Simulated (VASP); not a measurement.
Input of a VASP 6.6.1 run:

The input INCAR:

```
SYSTEM = GaAs
PREC = Accurate
ENCUT = 520
EDIFF = 1E-6
ISMEAR = 0
SIGMA = 0.02
LREAL = .FALSE.
LASPH = .TRUE.
NELM = 60
ALGO = Normal
ISIF = 2
LWAVE = .FALSE.
LCHARG = .FALSE.
GGA = PE
NBANDS = 16
```

Contents of KPOINTS:

```
regular mesh
0
G
  12 12 12
  0 0 0
```

File POSCAR:

```
GaAs
1.0
    0.0000000000      2.8436731962      2.8436731962
    2.8436731962      0.0000000000      2.8436731962
    2.8436731962      2.8436731962      0.0000000000
Ga As
1 1
Direct
    0.0000000000      0.0000000000      0.0000000000
    0.2500000000      0.2500000000      0.2500000000
```

Potentials or basis: VASP PAW PBE potentials, release 64 (Ga_d, As).

The run is started by

```bash
$ cat potpaw_PBE.64/Ga_d/POTCAR potpaw_PBE.64/As/POTCAR > POTCAR
$ mpirun -np 1 vasp_std > vasp.out
```

Question: What does it give for the pressure?

Answer: 2.2 GPa.

Question: What does it give for the band gap on the k mesh?

Answer: 0.39 eV, direct.
